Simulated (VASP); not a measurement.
# Si2Mo (I4/mmm) in VASP: notebook

Si2Mo is run at these levels: PBEsol, PBE+U; tasks: vibrations by perturbation theory, elastic constants, single point.

Everything below comes from runs of VASP 6.6.1. Logs are shortened: lines on timing, memory, paths and dates and some standing lists are left out, and cuts for length are marked.

## (1) The cell of the first run

Symmetry: I4/mmm, No. 139, tetragonal system. The conventional cell has a = 3.200 Å, b = 3.200 Å, c = 7.861 Å, α = 90.00°, β = 90.00°, γ = 90.00°. Mo (site symmetry 4/mmm) has 10 Si at 2.62 Å and 4 Mo at 3.20 Å within 3.5 Å. Si (site symmetry 4mm) has 9 Si at 2.61 to 3.20 Å and 5 Mo at 2.62 Å within 3.4 Å.

## (2) Vibrations by perturbation theory, PBEsol

The input, INCAR:

```
SYSTEM = Si2Mo
ALGO = Normal
EDIFF = 1E-8
ENCUT = 520
GGA = PS
IBRION = 8
ISIF = 2
ISMEAR = -1
LASPH = .True.
LCHARG = .False.
LREAL = .False.
LWAVE = .False.
NBANDS = 18
NELM = 80
NSW = 1
PREC = Accurate
SIGMA = 0.05
```

The input, KPOINTS:

```
k-points
0
Gamma
  10 10 10
  0 0 0
```

The input, POSCAR:

```
Si2Mo
1.0
   -1.6000000000      1.6000000000      3.9305000000
    1.6000000000     -1.6000000000      3.9305000000
    1.6000000000      1.6000000000     -3.9305000000
Mo Si
1 2
Direct
    0.0000000000      0.0000000000      0.0000000000
    0.6670000000      0.6670000000      0.0000000000
    0.3330000000      0.3330000000      0.0000000000
```

Potentials or basis: VASP PAW PBE potentials, release 64 (Mo_sv, Si).

The run is started by

```
$ cat potpaw_PBE.64/Mo_sv/POTCAR potpaw_PBE.64/Si/POTCAR > POTCAR
$ mpirun -np 1 vasp_std > vasp.out
```

OUTCAR:

```text
SYSTEM = Si2Mo
   EDIFF = 1E-8
   ENCUT = 520
   GGA = PS
   IBRION = 8
   ISIF = 2
   ISMEAR = -1
   LASPH = .True.
   LREAL = .False.
   NELM = 80
   NSW = 1
   PREC = Accurate

 ion  position               nearest neighbor table
   1  0.000  0.000  0.000-   2 2.62   3 2.62   2 2.62   3 2.62   2 2.62   3 2.62   3 2.62   2 2.62
                             2 2.62   3 2.62
   2  0.667  0.667  0.000-   3 2.61   3 2.61   3 2.61   3 2.61   1 2.62   1 2.62   1 2.62   1 2.62
                             1 2.62   3 2.63
   3  0.333  0.333  0.000-   2 2.61   2 2.61   2 2.61   2 2.61   1 2.62   1 2.62   1 2.62   1 2.62
                             1 2.62   2 2.63

  LATTYP: Found a body centered tetragonal cell.
 ALAT       =     3.2000000000
 C/A-ratio  =     2.4565625000

  Lattice vectors:

 A1 = (  -1.6000000000,   1.6000000000,   3.9305000000)
 A2 = (   1.6000000000,  -1.6000000000,   3.9305000000)
 A3 = (   1.6000000000,   1.6000000000,  -3.9305000000)

Analysis of symmetry for initial positions (statically):
=====================================================================
 Subroutine PRICEL returns:
 Original cell was already a primitive cell.

 Routine SETGRP: Setting up the symmetry group for a
 body centered tetragonal supercell.

 Subroutine GETGRP returns: Found 16 space group operations
 (whereof 16 operations were pure point group operations)
 out of a pool of 16 trial point group operations.

The static configuration has the point symmetry D_4h.

Analysis of symmetry for dynamics (positions and initial velocities):
=====================================================================
 Subroutine PRICEL returns:
 Original cell was already a primitive cell.

 Routine SETGRP: Setting up the symmetry group for a
 body centered tetragonal supercell.

 Subroutine GETGRP returns: Found 16 space group operations
 (whereof 16 operations were pure point group operations)
 out of a pool of 16 trial point group operations.

The dynamic configuration has the point symmetry D_4h.

 Subroutine INISYM returns: Found 16 space group operations
 (whereof 16 operations are pure point group operations),
 and found     1 'primitive' translations

----------------------------------------------------------------------------------------

                                     Primitive cell

  volume of cell :      40.2483

  direct lattice vectors                    reciprocal lattice vectors
    -1.600000000  1.600000000  3.930500000     0.000000000  0.312500000  0.127210279
     1.600000000 -1.600000000  3.930500000     0.312500000  0.000000000  0.127210279
     1.600000000  1.600000000 -3.930500000     0.312500000  0.312500000  0.000000000

  length of vectors
     4.535287229  4.535287229  4.535287229     0.337399918  0.337399918  0.441941738

  position of ions in fractional coordinates (direct lattice)
     0.000000000  0.000000000  0.000000000
     0.667000000  0.667000000  0.000000000
     0.333000000  0.333000000  0.000000000

  ion indices of the primitive-cell ions
   primitive index   ion index
                 1           1
                 2           2
                 3           3

----------------------------------------------------------------------------------------

 KPOINTS: k-points

Automatic generation of k-mesh.
 Grid dimensions read from file:
 generate k-points for:   10   10   10

 Generating k-lattice:

  Cartesian coordinates                     Fractional coordinates (reciprocal lattice)
     0.000000000  0.031250000  0.012721028     0.100000000  0.000000000 -0.000000000
     0.031250000  0.000000000  0.012721028     0.000000000  0.100000000 -0.000000000
     0.031250000  0.031250000  0.000000000     0.000000000  0.000000000  0.100000000

  Length of vectors
     0.033739992  0.033739992  0.044194174

  Shift w.r.t. Gamma in fractional coordinates (k-lattice)
     0.000000000  0.000000000  0.000000000

 Subroutine IBZKPT returns following result:
 ===========================================

 Found    102 irreducible k-points:

 Following reciprocal coordinates:
            Coordinates               Weight
  0.000000  0.000000  0.000000      1.000000
  0.100000  0.000000 -0.000000      8.000000
  0.200000  0.000000 -0.000000      8.000000
[... 45 lines left out ...]
   NFREE  =      0    steps in history (QN), initial steepest desc. (CG)
   ISIF   =      2    stress and relaxation
   ISYM   =      2    0-nonsym 1-usesym 2-fastsym
   POTIM  = 0.5000    time-step for ionic-motion
   TEBEG  =    0.0;   TEEND  =   0.0 temperature during run
   PSTRESS=    0.0 pullay stress
   NELECT =      22.0000    total number of electrons
   NUPDOWN=      -1.0000    fix difference up-down
   EMIN   =  10.00;   EMAX   =-10.00  energy-range for DOS
   EFERMI =   0.00;   METHOD = LEGACY
   ISMEAR =    -1;   SIGMA  =   0.05  broadening in eV -4-tet -1-fermi 0-gaus
   EFERMI_NEDOS =   21; number of points for ismear=-14 and -15
   IALGO  =     38    algorithm
   IMIX   =      4    mixing-type and parameters
     AMIX     =   0.40;   BMIX     =  1.00
     AMIX_MAG =   1.60;   BMIX_MAG =  1.00
  volume/ion in A,a.u.               =      13.42        90.54
  Fermi-wavevector in a.u.,A,eV,Ry     =   1.338546  2.529484 24.377614  1.791704
  Thomas-Fermi vector in A             =   2.467007
   LORBIT       =      0    0 simple, 1 ext, 2 COOP (PROOUT), +10 PAW based schemes
   GGA     = PS    functional components
   LHFCALC =     F    Hartree Fock is set to
   AEXX    =    0.0000 exact exchange contribution
   IVDW    =     0    specifies the selected vdW correction
   LEPSILON=     F    determine dielectric tensor
   LRPA    =     F    only Hartree local field effects (RPA)
 non-spin polarized calculation
  energy-cutoff  :      520.00
  volume of cell :       40.25
 maximum number of plane-waves:      1104
 NGX is ok and might be reduce to    36
   NGX = 17   NGY = 17   NGZ = 17

--------------------------------------- Ionic step        1  -------------------------------------------

 number of electron      22.0000000 magnetization

 Free energy of the ion-electron system (eV)
  ---------------------------------------------------
  ext. energy  EPLUGINS =         0.00000000
  ---------------------------------------------------
  free energy    TOTEN  =       -25.07062862 eV

  energy without entropy =      -25.06727914  energy(sigma->0) =      -25.06895388

 E-fermi :  12.1580     XC(G=0): -12.5107

 val. band max:       12.1474366076   @ k =   0.5000   0.5000   0.3000
 cond. band min:      12.1684666666   @ k =  -0.4000   0.4000   0.4000
 fundamental gap:      0.0210300590
 Fermi energy:        12.1579871680

 k-point     1 :       0.0000    0.0000    0.0000
  band No.  band energies     occupation
      1     -48.4494      2.00000
      2     -22.6468      2.00000
      3     -22.5426      2.00000
      4     -22.5426      2.00000
      5      -1.2709      2.00000
      6       5.8327      2.00000
[... 481 lines left out ...]
      5       2.8091      2.00000
      6       3.8990      2.00000
[... 10 lines left out ...]
     17      19.1659      0.00000
     18      21.1132      0.00000

 [... further k-points ...]

------------------------ aborting loop because EDIFF is reached ----------------------------------------

  FORCE on cell =-STRESS in cart. coord.  units (eV):
  Direction    XX          YY          ZZ          XY          YZ          ZX
  --------------------------------------------------------------------------------------
  -------------------------------------------------------------------------------------
  Total       -0.4771505     -0.4771505     -0.8229822      0.0000000      0.0000000      0.0000000
  in kB      -18.9940762    -18.9940762    -32.7607089      0.0000000      0.0000000      0.0000000
  external PRESSURE =     -23.5829538 kB  Pullay stress =       0.0000000 kB

 VOLUME and BASIS-vectors are now :
 -----------------------------------------------------------------------------
  energy-cutoff  :      520.00
  volume of cell :       40.25
      direct lattice vectors                 reciprocal lattice vectors
    -1.600000000  1.600000000  3.930500000     0.000000000  0.312500000  0.127210279
     1.600000000 -1.600000000  3.930500000     0.312500000  0.000000000  0.127210279
     1.600000000  1.600000000 -3.930500000     0.312500000  0.312500000  0.000000000

 POSITION                                       TOTAL-FORCE (eV/Angst)
 -----------------------------------------------------------------------------------
      0.00000      0.00000      0.00000         0.000000      0.000000     -0.000000
      0.00000      0.00000      5.24329         0.000000      0.000000     -0.339597
      0.00000      0.00000      2.61771        -0.000000     -0.000000      0.339597
 -----------------------------------------------------------------------------------
    total drift:                                0.000000      0.000000     -0.000000

  FREE ENERGIE OF THE ION-ELECTRON SYSTEM (eV)
  ---------------------------------------------------
  free  energy   TOTEN  =       -25.0706286231 eV

  energy  without entropy=      -25.0672791362  energy(sigma->0) =      -25.06895388

[... ionic steps 2 to 3 ...]

--------------------------------------- Ionic step        4  -------------------------------------------

------------------------ aborting loop because EDIFF is reached ----------------------------------------
[... 11 lines left out ...]
[... ionic steps 8 to 8 ...]

--------------------------------------- Ionic step        9  -------------------------------------------

 Free energy of the ion-electron system (eV)
  ---------------------------------------------------
  ---------------------------------------------------
  free energy    TOTEN  =        -0.02250490 eV

  energy without entropy =       -0.02249785

------------------------ aborting loop because EDIFF is reached ----------------------------------------

 INTERNAL STRAIN TENSOR  FOR ION    2  DIRECTION 3   (eV/Angst):
 -----------------------------------------------------------------------------
    -1.61103  0.00000  0.00000
     0.00000 -1.61103 -0.00000
     0.00000 -0.00000 -1.59758

 INTERNAL STRAIN TENSOR FOR ION    3 for displacements in x,y,z  (eV/Angst):
          X           Y           Z          XY          YZ          ZX
  --------------------------------------------------------------------------------
  x     0.00000     0.00000     0.00000     0.00000     0.00000     0.65798
  y    -0.00000     0.00000     0.00000     0.00000     1.40859     0.00000
  z     1.61103     1.61103     1.59758     0.00000     0.00000     0.00000

 SECOND DERIVATIVES (NOT SYMMETRIZED)
 ------------------------------------
               1X          1Y          1Z          2X          2Y          2Z          3X          3Y          3Z
  1X    -9.306522    0.000000    0.000000    4.653261    0.000000    0.000000    4.653261   -0.000000    0.000000
  1Y    -0.000000   -9.306522    0.000000    0.000000    4.653261    0.000000    0.000000    4.653261    0.000000
  1Z     0.000000   -0.000000  -12.812642    0.000000    0.000000    6.406321    0.000000    0.000000    6.406321
  2X     4.652816    0.000000    0.000000   -7.982763    0.000000    0.000000    3.329947   -0.000000    0.000000
  2Y     0.000000    4.652816    0.000000   -0.000000   -7.982763   -0.000000    0.000000    3.329947    0.000000
  2Z     0.000000    0.000000    6.407755    0.000000    0.000000  -12.002649    0.000000    0.000000    5.594894
  3X     4.652816    0.000000    0.000000    3.329947   -0.000000    0.000000   -7.982763    0.000000    0.000000
  3Y     0.000000    4.652816    0.000000    0.000000    3.329947    0.000000   -0.000000   -7.982763   -0.000000
  3Z     0.000000    0.000000    6.407755    0.000000    0.000000    5.594894    0.000000    0.000000  -12.002649

 Eigenvectors and eigenvalues of the dynamical matrix
 ----------------------------------------------------

   1 f  =   12.374838 THz    77.753401 2PiTHz  412.780165 cm-1    51.178195 meV
             X         Y         Z           dx          dy          dz
      0.000000  0.000000  0.000000     0.000000   -0.000000    0.000000
      0.000000  0.000000  5.243287     0.000000   -0.000000   -0.707107
      0.000000  0.000000  2.617713    -0.000000    0.000000    0.707107
[... 43 lines left out ...]
   9 f/i=    0.000508 THz     0.003192 2PiTHz    0.016945 cm-1     0.002101 meV
             X         Y         Z           dx          dy          dz
      0.000000  0.000000  0.000000    -0.000000    0.000000   -0.794217
      0.000000  0.000000  5.243287    -0.000000    0.000000   -0.429663
      0.000000  0.000000  2.617713    -0.000000    0.000000   -0.429663

--------------------------------------------------------------------------------------------------------

 ELASTIC MODULI CONTR FROM IONIC RELAXATION (kBar)
 Direction    XX          YY          ZZ          XY          YZ          ZX
 --------------------------------------------------------------------------------
 XX         -11.7422    -11.7422    -11.6442      0.0000      0.0000      0.0000
 YY         -11.7422    -11.7422    -11.6442      0.0000      0.0000      0.0000
 ZZ         -11.6442    -11.6442    -11.5470      0.0000      0.0000      0.0000
 XY           0.0000      0.0000      0.0000      0.0000      0.0000      0.0000
 YZ           0.0000      0.0000      0.0000      0.0000    -13.9636      0.0000
 ZX           0.0000      0.0000      0.0000      0.0000      0.0000     -3.0469
 --------------------------------------------------------------------------------
```

Run time: 7.2 min. Hardware: 1 thread of Intel Xeon 6975P-C (Granite Rapids), shared host; peak memory 0.69 GiB.

Results:

```yaml
Highest_phonon_frequency_at_Γ: 413 cm⁻¹
```

Phonon frequencies in cm⁻¹ (negative: imaginary):
| q point | frequencies |
| --- | --- |
| (0.000, 0.000, 0.000) | 0 0 0 267 267 314 331 331 413 |

Caveat: the cell stands under pressure or tension, which shifts response properties; the PAW data sets were made with another functional, which shifts forces and pressure a little.

## (3) Elastic constants, PBEsol

The input, INCAR:

```
SYSTEM = Si2Mo
PREC     = Accurate       ! precision mode
ENCUT    = 600            ! plane-wave cutoff, eV
EDIFF    = 1E-8           ! SCF threshold, eV
ISMEAR   = -1             ! smearing method
SIGMA    = 0.05           ! smearing width, eV
LREAL    = .FALSE.        ! projectors in reciprocal space
LASPH    = .TRUE.         ! aspherical terms in the spheres
NELM     = 60             ! most SCF steps
ALGO     = Normal         ! electronic algorithm
ISIF     = 3              ! what is computed and relaxed
LWAVE    = .FALSE.        ! write WAVECAR
LCHARG   = .FALSE.        ! write CHGCAR
GGA      = PS             ! functional
NBANDS   = 18             ! bands
IBRION   = 6              ! ionic algorithm
NFREE    = 2            
POTIM    = 0.015          ! step
NSW      = 1              ! ionic steps
```

The input, KPOINTS:

```
Automatic mesh
0
G
  9 9 9
  0 0 0
```

POSCAR is that of step 2.

Potentials or basis: VASP PAW PBE potentials, release 64 (Mo_sv, Si).

The run is started by

```
$ cat potpaw_PBE.64/Mo_sv/POTCAR potpaw_PBE.64/Si/POTCAR > POTCAR
$ mpirun -np 1 vasp_std > vasp.out
```

Wall time 60 min (1 thread of Intel Xeon 8259CL, shared host); peak memory 0.45 GiB.

The run converged. Its results:

| Property | Result |
| --- | --- |
| Voigt bulk modulus | 214 GPa |
| Highest phonon frequency at Γ | 414 cm⁻¹ |

Phonon frequencies in cm⁻¹ (negative: imaginary):
| q point | frequencies |
| --- | --- |
| (0.000, 0.000, 0.000) | 0 0 0 267 267 314 331 331 414 |

Elastic tensor in Voigt notation (GPa, in the Cartesian axes of the cell as first typed):
```
400 120  93   0   0   0
120 400  93   0   0   0
 93  93 512   0   0   0
  0   0   0 199   0   0
  0   0   0   0 199   0
  0   0   0   0   0 186
```

Clamped-ion elastic tensor (GPa):
```
401 121  94   0   0   0
121 401  94   0   0   0
 94  94 514   0   0   0
  0   0   0 200   0   0
  0   0   0   0 200   0
  0   0   0   0   0 186
```

Caveat: the cell is under stress, which shifts elastic constants; the PAW data sets were made with another functional, which shifts forces and pressure a little.

(Part 1 of 2 ends here.)
